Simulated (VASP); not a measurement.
Here is a VASP 6.6.1 calculation.

INCAR

```
SYSTEM = H
ALGO = Normal
EDIFF = 1E-7
EDIFFG = -0.005
ENCUT = 910
GGA = PE
GGA_COMPAT = .FALSE.
IBRION = 2
ISIF = 3
ISMEAR = 0
LASPH = .TRUE.
LCHARG = .FALSE.
LREAL = .FALSE.
LWAVE = .FALSE.
NELM = 120
NELMIN = 4
NSW = 100
PREC = Accurate
SIGMA = 0.02
```

File KPOINTS:

```
k-points
0
G
  6 6 6
  0 0 0
```

Contents of POSCAR:

```
H
1.0
    2.6234813799     -2.5669048168      0.0000000000
    2.6234813799      2.5669048168      0.0000000000
    0.0000000000      0.0000000000      4.1418180000
H
4
Direct
    0.9532956300      0.0467043700      0.0685088900
    0.4532956300      0.5467043700      0.4314911100
    0.5467043700      0.4532956300      0.5685088900
    0.0467043700      0.9532956300      0.9314911100
```

Potentials or basis: VASP PAW PBE potentials, release 64 (H_h).

Run with:

```console
$ cat potpaw_PBE.64/H_h/POTCAR > POTCAR
$ mpirun -np 1 vasp_std > vasp.out
```

**Question.** Predict the relaxed volume.

**Answer.** 13.96 Å³/atom.

**Question.** Predict the band gap on the k mesh.

**Answer.** 9.19 eV (least direct gap 9.81 eV).

**Question.** What does it give for the relaxed cell?

**Answer.** a = 3.671 Å, b = 3.671 Å, c = 4.145 Å, α = 90.00°, β = 90.00°, γ = 88.78°.

Final structure:
```xyz
4
Lattice="2.6234 -2.5682 0.0000 2.6234 2.5682 0.0000 0.0000 0.0000 4.1451" Properties=species:S:1:pos:R:3 pbc="T T T"
H     2.6234   -2.3260    0.2867
H     2.6234    0.2422    1.7858
H     2.6234   -0.2422    2.3593
H     2.6234    2.3260    3.8584
```

Caveat: this functional lacks dispersion, which holds the molecules together, so the pressure and a relaxed volume are unreliable. A k mesh can miss the band edges.
